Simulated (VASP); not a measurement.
**PbO2: single point with r2SCAN**

The system is PbO2.

```
CELL_PARAMETERS angstrom
0.00000 2.63324 2.63324
2.63324 0.00000 2.63324
2.63324 2.63324 0.00000
ATOMIC_POSITIONS crystal
Pb 0.00000 0.00000 0.00000
O 0.25000 0.25000 0.25000
O 0.75000 0.75000 0.75000
```

| Property | Result |
| --- | --- |
| Program | VASP 6.6.1 |
| Task | single point |
| Functional | r2SCAN |
| Potentials or basis | VASP PAW PBE potentials, release 64 (Pb_d, O) |
| Cutoff | 660 eV |
| k mesh | 6 × 6 × 6 |
| Occupations | fermi-dirac, width 0.01 eV |
| Spin | no spin polarisation |

```json
{
  "Pressure": "6.1 GPa",
  "Band gap on the k mesh": "zero (bands 13 and 14 overlap by 1.39 eV)"
}
```

Levels at points of the mesh, in eV from the Fermi level:
| k point | band 10 | band 11 | band 12 | band 13 | band 14 | band 15 | band 16 | band 17 |
| --- | --- | --- | --- | --- | --- | --- | --- | --- |
| (0.00, 0.00, 0.00) | -2.18 | -1.85 | -1.41 | -1.41 | -1.41 | 7.85 | 7.85 | 7.85 |
| (0.50, 0.00, 0.00) | -3.14 | -3.14 | -1.58 | -1.58 | 3.39 | 7.92 | 10.90 | 10.90 |
| (0.50, 0.50, 0.00) | -5.04 | -0.34 | -0.17 | -0.17 | 2.34 | 7.41 | 9.96 | 12.47 |

Run time: 26 s on 1 thread of Intel(R) Xeon(R) 6975P-C (Granite Rapids), on a shared host, peak memory 0.18 GiB.

Caveat: the cell stands under pressure; the PAW data sets were made with another functional, which shifts forces and pressure a little; spin-orbit coupling is left out, which moves the levels of the heavy elements.
